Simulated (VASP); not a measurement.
# Mn (P6_3/mmc) in VASP: further runs

Runs on Mn. Level: PBE. Tasks: single point.

Program: VASP 6.6.1. These are calculated values, not measurements. Logs are shortened: lines on timing, memory, paths and dates and some standing lists are left out, and cuts for length are marked.

## 1. The cell of the first run

The structure is hexagonal, space group P6_3/mmc (No. 194). The conventional cell has a = 2.549 Å, b = 2.549 Å, c = 8.227 Å, α = 90.00°, β = 90.00°, γ = 120.00°. Within 3.3 Å of Mn (site symmetry -3m) lie 12 Mn at 2.53 to 2.55 Å. Within 3.3 Å of Mn (site symmetry -6m2) lie 12 Mn at 2.53 to 2.55 Å.

This isn't the form of Mn at room conditions, which is a 58-atom cubic cell.

## 2. Single point, PBE (11.58 Å³/atom)

Contents of INCAR:

```
PREC     = Accurate       # precision mode
ENCUT    = 520            # plane-wave cutoff, eV
EDIFF    = 1E-6           # SCF threshold, eV
ISMEAR   = -1             # smearing method
SIGMA    = 0.1            # smearing width, eV
LREAL    = F              # projectors in reciprocal space
LASPH    = T              # aspherical terms in the spheres
NELM     = 100            # most SCF steps
ALGO     = Normal         # electronic algorithm
ISIF     = 2              # what is computed and relaxed
LWAVE    = F              # write WAVECAR
LCHARG   = F              # write CHGCAR
GGA      = PE             # functional
NBANDS   = 34             # bands
```

Contents of KPOINTS:

```
regular mesh
0
Gamma
  16 16 5
```

Contents of POSCAR:

```
Mn
1.0
    2.5494842479      0.0000000000      0.0000000000
   -1.2747421239      2.2079181252      0.0000000000
    0.0000000000      0.0000000000      8.2265749391
Mn
4
Direct
    1.0000000000      1.0000000000      0.0000000000
    1.0000000000      1.0000000000      0.5000000000
    0.3333333333      0.6666666667      0.2500000000
    0.6666666667      0.3333333333      0.7500000000
```

Potentials or basis: VASP PAW PBE potentials, release 64 (Mn_pv).

Command:

```
$ cat potpaw_PBE.64/Mn_pv/POTCAR > POTCAR
$ mpirun -np 1 vasp_std > vasp.out
```

OUTCAR:

```text
PREC = Accurate
   ENCUT = 520
   EDIFF = 1E-6
   ISMEAR = -1
   LREAL = F
   LASPH = T
   NELM = 100
   ISIF = 2
   GGA = PE

 ion  position               nearest neighbor table
   1  0.000  0.000  0.000-   3 2.53   4 2.53   3 2.53   4 2.53   4 2.53   3 2.53
   2  0.000  0.000  0.500-   3 2.53   4 2.53   3 2.53   4 2.53   4 2.53   3 2.53
   3  0.333  0.667  0.250-   1 2.53   2 2.53   1 2.53   2 2.53   1 2.53   2 2.53
   4  0.667  0.333  0.750-   1 2.53   2 2.53   1 2.53   2 2.53   1 2.53   2 2.53

  LATTYP: Found a hexagonal cell.
 ALAT       =     2.5494842479
 C/A-ratio  =     3.2267604500

  Lattice vectors:

 A1 = (   2.5494842479,   0.0000000000,   0.0000000000)
 A2 = (  -1.2747421239,   2.2079181252,   0.0000000000)
 A3 = (   0.0000000000,   0.0000000000,   8.2265749391)

Analysis of symmetry for initial positions (statically):
=====================================================================
 Subroutine PRICEL returns:
 Original cell was already a primitive cell.

 Routine SETGRP: Setting up the symmetry group for a
 hexagonal supercell.

 Subroutine GETGRP returns: Found 24 space group operations
 (whereof 12 operations were pure point group operations)
 out of a pool of 24 trial point group operations.

The static configuration has the point symmetry D_3d.
 The point group associated with its full space group is D_6h.

Analysis of symmetry for dynamics (positions and initial velocities):
=====================================================================
 Subroutine PRICEL returns:
 Original cell was already a primitive cell.

 Routine SETGRP: Setting up the symmetry group for a
 hexagonal supercell.

 Subroutine GETGRP returns: Found 24 space group operations
 (whereof 12 operations were pure point group operations)
 out of a pool of 24 trial point group operations.

The dynamic configuration has the point symmetry D_3d.
 The point group associated with its full space group is D_6h.

 Subroutine INISYM returns: Found 24 space group operations
 (whereof 12 operations are pure point group operations),
 and found     1 'primitive' translations

----------------------------------------------------------------------------------------

                                     Primitive cell

  volume of cell :      46.3078

  direct lattice vectors                    reciprocal lattice vectors
     2.549484248  0.000000000  0.000000000     0.392236195  0.226457673  0.000000000
    -1.274742124  2.207918125  0.000000000     0.000000000  0.452915345  0.000000000
     0.000000000  0.000000000  8.226574939     0.000000000  0.000000000  0.121557271

  length of vectors
     2.549484248  2.549484248  8.226574939     0.452915345  0.452915345  0.121557271

  position of ions in fractional coordinates (direct lattice)
     0.000000000  0.000000000  0.000000000
     0.000000000  0.000000000  0.500000000
     0.333333333  0.666666667  0.250000000
     0.666666667  0.333333333  0.750000000

  ion indices of the primitive-cell ions
   primitive index   ion index
                 1           1
                 2           2
                 3           3
                 4           4

----------------------------------------------------------------------------------------

 KPOINTS: regular mesh

Automatic generation of k-mesh.
 Grid dimensions read from file:
 generate k-points for:   16   16    5

 Generating k-lattice:

  Cartesian coordinates                     Fractional coordinates (reciprocal lattice)
     0.024514762  0.014153605  0.000000000     0.062500000  0.000000000  0.000000000
     0.000000000  0.028307209  0.000000000     0.000000000  0.062500000  0.000000000
     0.000000000  0.000000000  0.024311454     0.000000000  0.000000000  0.200000000

  Length of vectors
     0.028307209  0.028307209  0.024311454

  Shift w.r.t. Gamma in fractional coordinates (k-lattice)
     0.000000000  0.000000000  0.000000000

 Subroutine IBZKPT returns following result:
 ===========================================

 Found     90 irreducible k-points:

 Following reciprocal coordinates:
            Coordinates               Weight
  0.000000  0.000000  0.000000      1.000000
  0.062500 -0.000000  0.000000      6.000000
  0.125000 -0.000000  0.000000      6.000000
  0.187500 -0.000000  0.000000      6.000000
  0.250000 -0.000000  0.000000      6.000000
  0.312500 -0.000000  0.000000      6.000000
[... 16 lines left out ...]
  0.187500  0.187500  0.000000      6.000000
  0.250000  0.187500  0.000000     12.000000
 [... further k-points ...]
   k-points           NKPTS =     90   k-points in BZ     NKDIM =     90   number of bands    NBANDS=     34
   number of dos      NEDOS =    301   number of ions     NIONS =      4
   total plane-waves  NPLWV =  25600
   dimension x,y,z NGX =    20 NGY =   20 NGZ =   64
   dimension x,y,z NGXF=    40 NGYF=   40 NGZF=  128
   ions per type =               4
   NGX,Y,Z   is equivalent  to a cutoff of  13.04, 13.04, 12.93 a.u.
   NGXF,Y,Z  is equivalent  to a cutoff of  26.08, 26.08, 25.87 a.u.
 SYSTEM =  unknown system
   PREC   = accura    normal or accurate (medium, high low for compatibility)
   ISTART =      0    job   : 0-new  1-cont  2-samecut
   ICHARG =      2    charge: 1-file 2-atom 10-const
   ISPIN  =      1    spin polarized calculation?
   LNONCOLLINEAR =      F non collinear calculations
   LSORBIT =      F    spin-orbit coupling
   LASPH  =      T    aspherical Exc in radial PAW
   ENCUT  =  520.0 eV  38.22 Ry    6.18 a.u.   4.74  4.74 15.30*2*pi/ulx,y,z
   NELM   =    100;   NELMIN=  2; NELMDL= -5     # of ELM steps
   EDIFF  = 0.1E-05   stopping-criterion for ELM
   LREAL  =      F    real-space projection
[... 7 lines left out ...]
   TEBEG  =    0.0;   TEEND  =   0.0 temperature during run
   PSTRESS=    0.0 pullay stress
   NELECT =      52.0000    total number of electrons
   NUPDOWN=      -1.0000    fix difference up-down
   EMIN   =  10.00;   EMAX   =-10.00  energy-range for DOS
   EFERMI =   0.00;   METHOD = LEGACY
   ISMEAR =    -1;   SIGMA  =   0.10  broadening in eV -4-tet -1-fermi 0-gaus
   EFERMI_NEDOS =   21; number of points for ismear=-14 and -15
   IALGO  =     38    algorithm
   IMIX   =      4    mixing-type and parameters
     AMIX     =   0.40;   BMIX     =  1.00
     AMIX_MAG =   1.60;   BMIX_MAG =  1.00
  volume/ion in A,a.u.               =      11.58        78.13
  Fermi-wavevector in a.u.,A,eV,Ry     =   1.701601  3.215560 39.394951  2.895447
  Thomas-Fermi vector in A             =   2.781524
   LORBIT       =      0    0 simple, 1 ext, 2 COOP (PROOUT), +10 PAW based schemes
   GGA     = PE    functional components
   LHFCALC =     F    Hartree Fock is set to
   AEXX    =    0.0000 exact exchange contribution
   IVDW    =     0    specifies the selected vdW correction
   LEPSILON=     F    determine dielectric tensor
   LRPA    =     F    only Hartree local field effects (RPA)
 non-spin polarized calculation
  energy-cutoff  :      520.00
  volume of cell :       46.31
 maximum number of plane-waves:      1267
 NGX is ok and might be reduce to    20
   NGX =  9   NGY =  9   NGZ = 31

 number of electron      51.9999987 magnetization

 Free energy of the ion-electron system (eV)
  ---------------------------------------------------
  ext. energy  EPLUGINS =         0.00000000
  ---------------------------------------------------
  free energy    TOTEN  =       -35.65759647 eV

  energy without entropy =      -35.45962762  energy(sigma->0) =      -35.55861204

 E-fermi :   9.4192     XC(G=0): -13.5750

 val. band max:        9.4171589223   @ k =   0.1250   0.0625   0.2000
 cond. band min:       9.4232632306   @ k =   0.3125  -0.0000   0.0000
 fundamental gap:      0.0061043082
 Fermi energy:         9.4192290135

 k-point     1 :       0.0000    0.0000    0.0000
  band No.  band energies     occupation
      1     -38.8156      2.00000
      2     -38.5434      2.00000
      3     -38.4843      2.00000
      4     -38.2948      2.00000
      5     -38.2948      2.00000
      6     -38.2551      2.00000
[... 26 lines left out ...]
     33      10.4406      0.00007
     34      10.4406      0.00007

 k-point     2 :       0.0625   -0.0000    0.0000
  band No.  band energies     occupation
      1     -38.8081      2.00000
      2     -38.5453      2.00000
      3     -38.4872      2.00000
      4     -38.3112      2.00000
      5     -38.3002      2.00000
      6     -38.2675      2.00000
[... 26 lines left out ...]
     33      10.4315      0.00008
     34      10.4830      0.00005

 k-point     3 :       0.1250   -0.0000    0.0000
  band No.  band energies     occupation
      1     -38.7861      2.00000
      2     -38.5530      2.00000
      3     -38.4995      2.00000
      4     -38.3566      2.00000
      5     -38.3152      2.00000
      6     -38.3006      2.00000
[... 26 lines left out ...]
     33      10.4370      0.00008
     34      10.6155      0.00001

 k-point     4 :       0.1875   -0.0000    0.0000
  band No.  band energies     occupation
      1     -38.7520      2.00000
      2     -38.5727      2.00000
      3     -38.5309      2.00000
      4     -38.4217      2.00000
      5     -38.3601      2.00000
      6     -38.3416      2.00000
[... 26 lines left out ...]
     33      10.7436      0.00000
     34      10.8281      0.00000

 k-point     5 :       0.2500   -0.0000    0.0000
  band No.  band energies     occupation
      1     -38.7114      2.00000
      2     -38.6080      2.00000
      3     -38.5877      2.00000
      4     -38.4953      2.00000
      5     -38.4457      2.00000
      6     -38.3751      2.00000
[... 621 lines left out ...]
 k-point    22 :       0.4375    0.1250    0.0000
  band No.  band energies     occupation
      1     -38.7640      2.00000
      2     -38.7620      2.00000
      3     -38.6635      2.00000
      4     -38.6529      2.00000
      5     -38.5047      2.00000
      6     -38.4708      2.00000
[... 26 lines left out ...]
     33      12.5855      0.00000
     34      13.4232      0.00000

 k-point    23 :       0.1875    0.1875    0.0000
  band No.  band energies     occupation
      1     -38.6589      2.00000
      2     -38.6503      2.00000
      3     -38.6405      2.00000
      4     -38.5555      2.00000
      5     -38.5383      2.00000
      6     -38.4291      2.00000
[... 26 lines left out ...]
     33      11.1331      0.00000
     34      11.6453      0.00000

 k-point    24 :       0.2500    0.1875    0.0000
  band No.  band energies     occupation
      1     -38.6935      2.00000
      2     -38.6808      2.00000
      3     -38.6069      2.00000
      4     -38.6018      2.00000
      5     -38.5820      2.00000
      6     -38.4630      2.00000
[... 26 lines left out ...]
     33      11.7472      0.00000
     34      12.4218      0.00000

 [... further k-points ...]

------------------------ aborting loop because EDIFF is reached ----------------------------------------

  FORCE on cell =-STRESS in cart. coord.  units (eV):
  Direction    XX          YY          ZZ          XY          YZ          ZX
  --------------------------------------------------------------------------------------
  -------------------------------------------------------------------------------------
  Total       -5.2130418     -5.2130418     -5.2754443     -0.0000000      0.0000000      0.0000000
  in kB     -180.3629922   -180.3629922   -182.5220207     -0.0000000      0.0000000      0.0000000
  external PRESSURE =    -181.0826684 kB  Pullay stress =       0.0000000 kB

 VOLUME and BASIS-vectors are now :
 -----------------------------------------------------------------------------
  energy-cutoff  :      520.00
  volume of cell :       46.31
      direct lattice vectors                 reciprocal lattice vectors
     2.549484248  0.000000000  0.000000000     0.392236195  0.226457673  0.000000000
    -1.274742124  2.207918125  0.000000000     0.000000000  0.452915345  0.000000000
     0.000000000  0.000000000  8.226574939     0.000000000  0.000000000  0.121557271

 POSITION                                       TOTAL-FORCE (eV/Angst)
 -----------------------------------------------------------------------------------
      0.00000      0.00000      0.00000         0.000000      0.000000     -0.000000
      0.00000      0.00000      4.11329         0.000000      0.000000     -0.000000
     -0.00000      1.47195      2.05664         0.000000     -0.000000     -0.000000
      1.27474      0.73597      6.16993        -0.000000      0.000000      0.000000
 -----------------------------------------------------------------------------------
    total drift:                                0.000000     -0.000000      0.000000

  FREE ENERGIE OF THE ION-ELECTRON SYSTEM (eV)
  ---------------------------------------------------
  free  energy   TOTEN  =       -35.6575964652 eV

  energy  without entropy=      -35.4596276178  energy(sigma->0) =      -35.55861204
```

It took 70 s on 1 thread of AMD EPYC 9R45 (Zen 5), shared host; peak memory 0.2 GiB.

Results:

```yaml
Free_energy: -35.6576 eV
Pressure: -18.1 GPa
Band_gap_on_the_k_mesh: zero (bands 26 and 27 overlap by 1.96 eV)
```

Caveat: the cell stands under tension; the run has no spin polarisation, though such a crystal can be magnetic.

## 3. Single point, PBE (12.01 Å³/atom)

This run uses another cell than the first one, of 12.01 Å³/atom.

Contents of INCAR:

```
SYSTEM = Mn
ALGO = Normal ; EDIFF = 1E-6
ENCUT = 520 ; GGA = PE
ISIF = 2 ; ISMEAR = -1
LASPH = .TRUE. ; LCHARG = .FALSE.
LREAL = .FALSE. ; LWAVE = .FALSE.
NBANDS = 34 ; NELM = 80
PREC = Accurate ; SIGMA = 0.1
```

Contents of KPOINTS:

```
k-points
0
G
  16 16 5
  0 0 0
```

Contents of POSCAR:

```
Mn
1.0
    2.5805785837      0.0000000000      0.0000000000
   -1.2902892918      2.2348466100      0.0000000000
    0.0000000000      0.0000000000      8.3269089121
Mn
4
Direct
    1.0000000000      1.0000000000      0.0000000000
    1.0000000000      1.0000000000      0.5000000000
    0.3333333333      0.6666666667      0.2500000000
    0.6666666667      0.3333333333      0.7500000000
```

Potentials or basis: VASP PAW PBE potentials, release 64 (Mn_pv).

Command:

```
$ cat potpaw_PBE.64/Mn_pv/POTCAR > POTCAR
$ mpirun -np 1 vasp_std > vasp.out
```

Wall time 70 s (1 thread of AMD EPYC 9R45 (Zen 5), shared host); peak memory 0.2 GiB.

The run converged. Its results:

- Free energy: -35.4287 eV
- Pressure: -24.5 GPa
- Band gap on the k mesh: zero (bands 26 and 27 overlap by 1.87 eV)

Stress tensor (GPa, compression positive):
```
-24.45   0.00   0.00
  0.00 -24.45   0.00
  0.00   0.00 -24.70
```

Levels at points of the mesh, in eV from the Fermi level:
| k point | band 24 | band 25 | band 26 | band 27 | band 28 | band 29 |
| --- | --- | --- | --- | --- | --- | --- |
| (0.00, 0.00, 0.00) | -0.65 | -0.65 | -0.59 | -0.59 | 0.21 | 0.21 |
| (0.50, 0.00, 0.00) | 0.10 | 0.11 | 1.15 | 1.48 | 1.48 | 1.56 |

Caveat: the cell stands under tension; the run has no spin polarisation, though such a crystal can be magnetic. Spin polarisation is off, so any magnetic state and its effect on volume and gap are missing.

## 4. Single point, PBE, collinear spin, antiferromagnetic start

This run uses another cell than the first one, of 10.71 Å³/atom.

Contents of INCAR:

```
PREC = Accurate ; ENCUT = 500
EDIFF = 1E-6 ; ISMEAR = -1
SIGMA = 0.05 ; LREAL = F
LASPH = T ; NELM = 200
ALGO = Normal ; ISIF = 2
LWAVE = F ; LCHARG = F
ISPIN = 2 ; MAGMOM = 3 3 -3 -3
LORBIT = 11 ; LMAXMIX = 4
GGA = PE ; NBANDS = 38
GGA_COMPAT = F
```

Contents of KPOINTS:

```
regular mesh
0
Gamma
  19 19 5
```

Contents of POSCAR:

```
Mn
1.0
    2.4836719104      0.0000000000      0.0000000000
   -1.2418359552      2.1509229691      0.0000000000
    0.0000000000      0.0000000000      8.0163914900
Mn
4
Direct
    1.0000000000      1.0000000000      1.0000000000
    1.0000000000      1.0000000000      0.5000000000
    0.3333333333      0.6666666667      0.2500000000
    0.6666666667      0.3333333333      0.7500000000
```

Command:

```
$ cat potpaw_PBE.64/Mn_pv/POTCAR > POTCAR
$ mpirun -np 1 vasp_std > vasp.out
```

It took 6.5 min on 1 thread of Intel Xeon Platinum 8259CL at 2.50GHz (Skylake/Cascade Lake), shared host; peak memory 0.34 GiB.

It converged, with:

```
Free energy                                           : -35.8012 eV
Pressure                                              : 0.8 GPa
Net moment                                            : 0.11 μB per cell
Site moments                                          : Mn +0.45, -0.39 (each value once) μB
Valence electrons inside the program's atomic spheres : Mn 12.00, 11.99 (each value once)
```

Stress tensor (GPa, compression positive):
```
0.71 0.00 0.00
0.00 0.71 0.00
0.00 0.00 0.82
```

Levels at points of the mesh, in eV from the Fermi level:
Spin up:
```tsv
k point	band 23	band 24	band 25	band 26	band 27	band 28	band 29	band 30
(0.00, 0.00, 0.00)	-1.00	-0.79	-0.79	-0.61	-0.61	0.09	0.09	0.70
```
Spin down:
| k point | band 24 | band 25 | band 26 | band 27 | band 28 | band 29 |
| --- | --- | --- | --- | --- | --- | --- |
| (0.00, 0.00, 0.00) | -0.91 | -0.91 | -0.56 | -0.56 | 0.39 | 0.39 |

## 5. Summary

| spin | cell | k mesh | cutoff (eV) | smearing | gap on the mesh (eV) | pressure (GPa) |
| --- | --- | --- | --- | --- | --- | --- |
| off | a = 2.549, b = 2.549, c = 8.227 Å, angles 90.0, 90.0, 120.0°, 4 atoms | 16 × 16 × 5 | 520 | fermi-dirac 0.1 eV | none | -18.1 |
| off | a = 2.581, b = 2.581, c = 8.327 Å, angles 90.0, 90.0, 120.0°, 4 atoms | 16 × 16 × 5 | 520 | fermi-dirac 0.1 eV | none | -24.5 |
| collinear, antiferromagnetic start | a = 2.484, b = 2.484, c = 8.016 Å, angles 90.0, 90.0, 120.0°, 4 atoms | 19 × 19 × 5 | 500 | fermi-dirac 0.05 eV | none | 0.8 |

Alike in all rows: task single point; level PBE; potentials or basis VASP PAW PBE potentials, release 64 (Mn_pv).

Caveats: the cell stands under tension (at least some runs).

Absolute energies hang on the potentials; compare differences alone.
